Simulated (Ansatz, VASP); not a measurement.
## One calculation of Os, two programs

```
CELL_PARAMETERS angstrom
0.00000 1.90118 1.90118
1.90118 0.00000 1.90118
1.90118 1.90118 0.00000
ATOMIC_POSITIONS crystal
Os 0.00000 0.00000 0.00000
```

Alike in both runs: functional LDA; k mesh 18 × 18 × 18; occupations fermi-dirac, width 0.05 eV; no spin polarisation.

Ansatz relaxed the structure, and its values are those at the end. VASP's run is a single point on that final structure, the one shown.

```csv
,VASP,Ansatz
version,VASP 6.6.1,Ansatz 0.2.0
potentials or method,"VASP PAW LDA potentials, release 64 (Os)","PAW with Ansatz's default frozen-core files, scalar-relativistic"
plane-wave cutoff (eV),600,420
valence electrons in the cell,8,16
```

Ansatz gave:

- pressure (GPa): 0.0

Question: Estimate VASP's values.

Answer: Pressure (GPa): 1.3.

LDA's correlation is that of Perdew and Zunger in VASP and of Perdew and Wang (1992) in Ansatz. VASP's potentials hold 8 valence electrons a cell and Ansatz's 16, so a difference there can come from the potentials and not from the codes.

Spin-orbit coupling is off throughout.
